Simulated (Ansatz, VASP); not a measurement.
One calculation of Mg3ZrN2, two programs

```
CELL_PARAMETERS angstrom
-2.22161 2.22161 4.49977
2.22161 -2.22161 4.49977
2.22161 2.22161 -4.49977
ATOMIC_POSITIONS crystal
Mg 0.75000 0.25000 0.50000
Mg 0.25000 0.75000 0.50000
Mg 0.50000 0.50000 0.00000
Zr 0.00000 0.00000 0.00000
N 0.50000 0.00000 0.50000
N 0.00000 0.50000 0.50000
```

Alike in both runs: functional PBE; k mesh 4 × 4 × 4; occupations gaussian, width 0.1 eV; no spin polarisation.

Ansatz relaxed the structure, and its values are those at the end. VASP's run is a single point on that final structure, the one shown.

|  | VASP | Ansatz |
| --- | --- | --- |
| version | VASP 6.6.1 | Ansatz 0.2.0 |
| potentials or method | VASP PAW PBE potentials, release 64 (Mg, Zr_sv, N), cutoff 520 eV | scalar-relativistic, plane waves, PAW |
| valence electrons in the cell | 28 | 52 |

|  | VASP | Ansatz | Ansatz less VASP |
| --- | --- | --- | --- |
| gap on the k mesh at the Fermi level (eV) | none | none | - |
| pressure (GPa) | -0.2 | 0.0 | +0.20 |

A gap of «none» marks a metal or a gap that the smearing closes. The functional is the same, so the differences come from potentials, cutoffs and numerics. VASP's potentials hold 28 valence electrons a cell and Ansatz's 52, so a difference there can come from the potentials and not from the codes.

The k mesh is coarse, so the values compare programs but aren't converged.
